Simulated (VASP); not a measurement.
# ZnS (P3m1) in VASP: single point with PBE

Aim: the single point of ZnS with PBE.

All numbers are computed with VASP 6.6.1; they aren't measurements. Logs are shortened: lines on timing, memory, paths and dates and some standing lists are left out, and cuts for length are marked.

## (1) The cell of the first run

The structure is trigonal, space group P3m1 (No. 156). The conventional cell has a = 3.805 Å, b = 3.805 Å, c = 24.916 Å, α = 90.00°, β = 90.00°, γ = 120.00°. Within 3.1 Å of Zn (site symmetry 3m) lie 4 S at 2.33 Å. Within 3.1 Å of Zn (site symmetry 3m) lie 4 S at 2.33 Å. Zn (site symmetry 3m) has 4 S at 2.33 Å within 3.1 Å. Within 3.1 Å of Zn (site symmetry 3m) lie 4 S at 2.33 Å. Within 3.1 Å of Zn (site symmetry 3m) lie 4 S at 2.33 Å. Zn (site symmetry 3m) has 4 S at 2.33 Å within 3.1 Å. Within 3.1 Å of Zn (site symmetry 3m) lie 4 S at 2.33 Å. Zn (site symmetry 3m) has 4 S at 2.33 Å within 3.1 Å.

## (2) Single point, PBE

Input file INCAR:

```
  PREC = Accurate
  ENCUT = 520
  EDIFF = 1E-6
  ISMEAR = -1
  SIGMA = 0.02
  LREAL = Auto
  LASPH = True
  NELM = 100
  ALGO = Normal
  ISIF = 2
  LWAVE = False
  LCHARG = True
  GGA = PE
  LELF = True
  LVHAR = True
  NBANDS = 86
```

Input file KPOINTS:

```
Automatic mesh
0
Gamma
  8 8 2
```

Input file POSCAR:

```
ZnS
1.0
    3.8050880673      0.0000000000      0.0000000000
   -1.9025440336      3.2953029299      0.0000000000
    0.0000000000      0.0000000000     24.9159345000
Zn S
8 8
Direct
    0.3333333333      0.6666666667      0.1251184100
    0.0000000000      0.0000000000      0.0001589700
    0.6666666667      0.3333333333      0.6250474700
    0.6666666667      0.3333333333      0.8751387000
    0.0000000000      0.0000000000      0.7500222700
    0.3333333333      0.6666666667      0.5000781600
    0.0000000000      0.0000000000      0.3750879400
    0.6666666667      0.3333333333      0.2501284900
    0.6666666667      0.3333333333      0.3437219900
    0.6666666667      0.3333333333      0.7185811600
    0.3333333333      0.6666666667      0.2187340500
    0.0000000000      0.0000000000      0.8436723900
    0.6666666667      0.3333333333      0.9688127500
    0.0000000000      0.0000000000      0.0937260600
    0.3333333333      0.6666666667      0.5936859800
    0.0000000000      0.0000000000      0.4686862100
```

Potentials or basis: VASP PAW PBE potentials, release 64 (Zn, S).

The run is started by

```bash
$ cat potpaw_PBE.64/Zn/POTCAR potpaw_PBE.64/S/POTCAR > POTCAR
$ mpirun -np 1 vasp_std > vasp.out
```

OUTCAR:

```text
PREC = Accurate
   ENCUT = 520
   EDIFF = 1E-6
   ISMEAR = -1
   LREAL = Auto
   LASPH = True
   NELM = 100
   ISIF = 2
   GGA = PE

 ion  position               nearest neighbor table
   1  0.333  0.667  0.125-  14 2.33  14 2.33  14 2.33  11 2.33
   2  0.000  0.000  0.000-  14 2.33  13 2.33  13 2.33  13 2.33
   3  0.667  0.333  0.625-  10 2.33  15 2.33  15 2.33  15 2.33
   4  0.667  0.333  0.875-  12 2.33  12 2.33  12 2.33  13 2.33
   5  0.000  0.000  0.750-  10 2.33  10 2.33  10 2.33  12 2.33
   6  0.333  0.667  0.500-  16 2.33  16 2.33  16 2.33  15 2.33
[... 8 lines left out ...]
  15  0.333  0.667  0.594-   3 2.33   3 2.33   3 2.33   6 2.33
  16  0.000  0.000  0.469-   6 2.33   6 2.33   6 2.33   7 2.33

  LATTYP: Found a hexagonal cell.
 ALAT       =     3.8050880673
 C/A-ratio  =     6.5480572484

  Lattice vectors:

 A1 = (   3.8050880673,   0.0000000000,   0.0000000000)
 A2 = (  -1.9025440336,   3.2953029299,   0.0000000000)
 A3 = (   0.0000000000,   0.0000000000,  24.9159345000)

Analysis of symmetry for initial positions (statically):
=====================================================================
 Subroutine PRICEL returns:
 Original cell was already a primitive cell.

 Routine SETGRP: Setting up the symmetry group for a
 hexagonal supercell.

 Subroutine GETGRP returns: Found  6 space group operations
 (whereof  6 operations were pure point group operations)
 out of a pool of 24 trial point group operations.

The static configuration has the point symmetry C_3v.

Analysis of symmetry for dynamics (positions and initial velocities):
=====================================================================
 Subroutine PRICEL returns:
 Original cell was already a primitive cell.

 Routine SETGRP: Setting up the symmetry group for a
 hexagonal supercell.

 Subroutine GETGRP returns: Found  6 space group operations
 (whereof  6 operations were pure point group operations)
 out of a pool of 24 trial point group operations.

The dynamic configuration has the point symmetry C_3v.

 Subroutine INISYM returns: Found  6 space group operations
 (whereof  6 operations are pure point group operations),
 and found     1 'primitive' translations

----------------------------------------------------------------------------------------

                                     Primitive cell

  volume of cell :     312.4189

  direct lattice vectors                    reciprocal lattice vectors
     3.805088067  0.000000000  0.000000000     0.262806007  0.151731119  0.000000000
    -1.902544034  3.295302930  0.000000000     0.000000000  0.303462237  0.000000000
     0.000000000  0.000000000 24.915934500     0.000000000  0.000000000  0.040134959

  length of vectors
     3.805088067  3.805088067 24.915934500     0.303462237  0.303462237  0.040134959

  position of ions in fractional coordinates (direct lattice)
     0.333333333  0.666666667  0.125118410
     0.000000000  0.000000000  0.000158970
     0.666666667  0.333333333  0.625047470
     0.666666667  0.333333333  0.875138700
     0.000000000  0.000000000  0.750022270
     0.333333333  0.666666667  0.500078160
[... 8 lines left out ...]
     0.333333333  0.666666667  0.593685980
     0.000000000  0.000000000  0.468686210

  ion indices of the primitive-cell ions
   primitive index   ion index
                 1           1
                 2           2
                 3           3
                 4           4
                 5           5
                 6           6
[... 8 lines left out ...]
                15          15
                16          16

----------------------------------------------------------------------------------------

 KPOINTS: Automatic mesh

Automatic generation of k-mesh.
 Grid dimensions read from file:
 generate k-points for:    8    8    2

 Generating k-lattice:

  Cartesian coordinates                     Fractional coordinates (reciprocal lattice)
     0.032850751  0.018966390  0.000000000     0.125000000 -0.000000000  0.000000000
     0.000000000  0.037932780  0.000000000     0.000000000  0.125000000  0.000000000
     0.000000000  0.000000000  0.020067479     0.000000000  0.000000000  0.500000000

  Length of vectors
     0.037932780  0.037932780  0.020067479

  Shift w.r.t. Gamma in fractional coordinates (k-lattice)
     0.000000000  0.000000000  0.000000000

 Subroutine IBZKPT returns following result:
 ===========================================

 Found     20 irreducible k-points:

 Following reciprocal coordinates:
            Coordinates               Weight
  0.000000  0.000000  0.000000      1.000000
  0.125000 -0.000000  0.000000      6.000000
  0.250000 -0.000000  0.000000      6.000000
  0.375000  0.000000  0.000000      6.000000
  0.500000 -0.000000  0.000000      3.000000
  0.125000  0.125000  0.000000      6.000000
[... 12 lines left out ...]
  0.250000  0.250000  0.500000      6.000000
  0.375000  0.250000  0.500000      6.000000
   k-points           NKPTS =     20   k-points in BZ     NKDIM =     20   number of bands    NBANDS=     86
   number of dos      NEDOS =    301   number of ions     NIONS =     16
   total plane-waves  NPLWV = 150528
   dimension x,y,z NGX =    28 NGY =   28 NGZ =  192
   dimension x,y,z NGXF=    56 NGYF=   56 NGZF=  384
   ions per type =               8   8
   NGX,Y,Z   is equivalent  to a cutoff of  12.23, 12.23, 12.81 a.u.
   NGXF,Y,Z  is equivalent  to a cutoff of  24.47, 24.47, 25.62 a.u.
 SYSTEM =  unknown system
   PREC   = accura    normal or accurate (medium, high low for compatibility)
   ISTART =      0    job   : 0-new  1-cont  2-samecut
   ICHARG =      2    charge: 1-file 2-atom 10-const
   ISPIN  =      1    spin polarized calculation?
   LNONCOLLINEAR =      F non collinear calculations
   LSORBIT =      F    spin-orbit coupling
   LASPH  =      T    aspherical Exc in radial PAW
   ENCUT  =  520.0 eV  38.22 Ry    6.18 a.u.   7.07  7.07 46.33*2*pi/ulx,y,z
   NELM   =    100;   NELMIN=  2; NELMDL= -5     # of ELM steps
   EDIFF  = 0.1E-05   stopping-criterion for ELM
   LREAL  =      T    real-space projection
   EDIFFG = 0.1E-04   stopping-criterion for IOM
   NSW    =      0    number of steps for IOM
   IBRION =     -1    ionic relax: 0-MD 1-quasi-New 2-CG
   NFREE  =      0    steps in history (QN), initial steepest desc. (CG)
   ISIF   =      2    stress and relaxation
   ISYM   =      2    0-nonsym 1-usesym 2-fastsym
   POTIM  = 0.5000    time-step for ionic-motion
   TEBEG  =    0.0;   TEEND  =   0.0 temperature during run
   PSTRESS=    0.0 pullay stress
   NELECT =     144.0000    total number of electrons
   NUPDOWN=      -1.0000    fix difference up-down
   EMIN   =  10.00;   EMAX   =-10.00  energy-range for DOS
   EFERMI =   0.00;   METHOD = LEGACY
   ISMEAR =    -1;   SIGMA  =   0.02  broadening in eV -4-tet -1-fermi 0-gaus
   EFERMI_NEDOS =   21; number of points for ismear=-14 and -15
   IALGO  =     38    algorithm
   IMIX   =      4    mixing-type and parameters
     AMIX     =   0.40;   BMIX     =  1.00
     AMIX_MAG =   1.60;   BMIX_MAG =  1.00
  volume/ion in A,a.u.               =      19.53       131.77
  Fermi-wavevector in a.u.,A,eV,Ry     =   1.264591  2.389730 21.758289  1.599189
  Thomas-Fermi vector in A             =   2.397888
   LORBIT       =      0    0 simple, 1 ext, 2 COOP (PROOUT), +10 PAW based schemes
   GGA     = PE    functional components
[... 5 lines left out ...]
 non-spin polarized calculation
  energy-cutoff  :      520.00
  volume of cell :      312.42
 maximum number of plane-waves:      8463
   NGX = 15   NGY = 15   NGZ = 93

 number of electron     143.9999939 magnetization

 Free energy of the ion-electron system (eV)
  ---------------------------------------------------
  ext. energy  EPLUGINS =         0.00000000
  ---------------------------------------------------
  free energy    TOTEN  =       -54.72721521 eV

  energy without entropy =      -54.72721521  energy(sigma->0) =      -54.72721521

 E-fermi :   2.6503     XC(G=0):  -9.6765

 val. band max:        2.2112615940   @ k =   0.0000   0.0000   0.0000
 cond. band min:       4.3831658702   @ k =   0.0000   0.0000   0.0000
 fundamental gap:      2.1719042762
 Fermi energy:         2.6502646518

 k-point     1 :       0.0000    0.0000    0.0000
  band No.  band energies     occupation
      1     -11.0112      2.00000
      2     -10.8940      2.00000
      3     -10.8898      2.00000
      4     -10.5814      2.00000
      5     -10.5811      2.00000
      6     -10.2304      2.00000
[... 76 lines left out ...]
     83       8.5590      0.00000
     84       8.5590      0.00000

 k-point     2 :       0.1250   -0.0000    0.0000
  band No.  band energies     occupation
      1     -10.9049      2.00000
      2     -10.7926      2.00000
      3     -10.7880      2.00000
      4     -10.4949      2.00000
      5     -10.4921      2.00000
      6     -10.1619      2.00000
[... 1555 lines left out ...]
     83       8.2111      0.00000
     84       8.2408      0.00000

 k-point    20 :       0.3750    0.2500    0.5000
  band No.  band energies     occupation
      1      -9.9089      2.00000
      2      -9.9002      2.00000
      3      -9.8660      2.00000
      4      -9.8651      2.00000
      5      -9.8128      2.00000
      6      -9.8108      2.00000
[... 76 lines left out ...]
     83       8.2026      0.00000
     84       8.2585      0.00000
 [bands above 84 left out]

------------------------ aborting loop because EDIFF is reached ----------------------------------------

  FORCE on cell =-STRESS in cart. coord.  units (eV):
  Direction    XX          YY          ZZ          XY          YZ          ZX
  --------------------------------------------------------------------------------------
  -------------------------------------------------------------------------------------
  Total        5.0655234      5.0655234      4.9342042      0.0000000     -0.0000000      0.0000000
  in kB       25.9775191     25.9775191     25.3040750      0.0000000     -0.0000000      0.0000000
  external PRESSURE =      25.7530377 kB  Pullay stress =       0.0000000 kB

 VOLUME and BASIS-vectors are now :
 -----------------------------------------------------------------------------
  energy-cutoff  :      520.00
  volume of cell :      312.42
      direct lattice vectors                 reciprocal lattice vectors
     3.805088067  0.000000000  0.000000000     0.262806007  0.151731119  0.000000000
    -1.902544034  3.295302930  0.000000000     0.000000000  0.303462237  0.000000000
     0.000000000  0.000000000 24.915934500     0.000000000  0.000000000  0.040134959

 POSITION                                       TOTAL-FORCE (eV/Angst)
 -----------------------------------------------------------------------------------
     -0.00000      2.19687      3.11744        -0.000000     -0.000000     -0.004918
      0.00000      0.00000      0.00396         0.000000      0.000000      0.004009
      1.90254      1.09843     15.57364         0.000000     -0.000000     -0.013683
      1.90254      1.09843     21.80490        -0.000000      0.000000      0.000973
      0.00000      0.00000     18.68751         0.000000     -0.000000     -0.008963
     -0.00000      2.19687     12.45991         0.000000     -0.000000     -0.005798
[... 8 lines left out ...]
     -0.00000      2.19687     14.79224         0.000000     -0.000000      0.001999
      0.00000      0.00000     11.67775        -0.000000     -0.000000      0.007330
 -----------------------------------------------------------------------------------
    total drift:                               -0.000000     -0.000007      0.003434

  FREE ENERGIE OF THE ION-ELECTRON SYSTEM (eV)
  ---------------------------------------------------
  free  energy   TOTEN  =       -54.7272152051 eV

  energy  without entropy=      -54.7272152051  energy(sigma->0) =      -54.72721521
```

Run time: 17 min. Hardware: 1 thread of Intel Xeon Platinum 8488C (Sapphire Rapids), shared host; peak memory 0.57 GiB.

Results:

- Free energy: -54.7272 eV
- Pressure: 2.6 GPa
- Largest force: 0.014 eV/Å
- Band gap on the k mesh: 2.17 eV, direct

Forces on the atoms (eV/Å):
```
Zn   0.000  0.000 -0.005
Zn   0.000  0.000  0.004
Zn   0.000  0.000 -0.014
Zn   0.000  0.000  0.001
Zn   0.000  0.000 -0.009
Zn   0.000  0.000 -0.006
Zn   0.000  0.000 -0.004
Zn   0.000  0.000 -0.009
S    0.000  0.000  0.005
S    0.000  0.000 -0.001
S    0.000  0.000  0.004
S    0.000  0.000  0.006
S    0.000  0.000  0.008
S    0.000  0.000  0.009
S    0.000  0.000  0.002
S    0.000  0.000  0.007
```
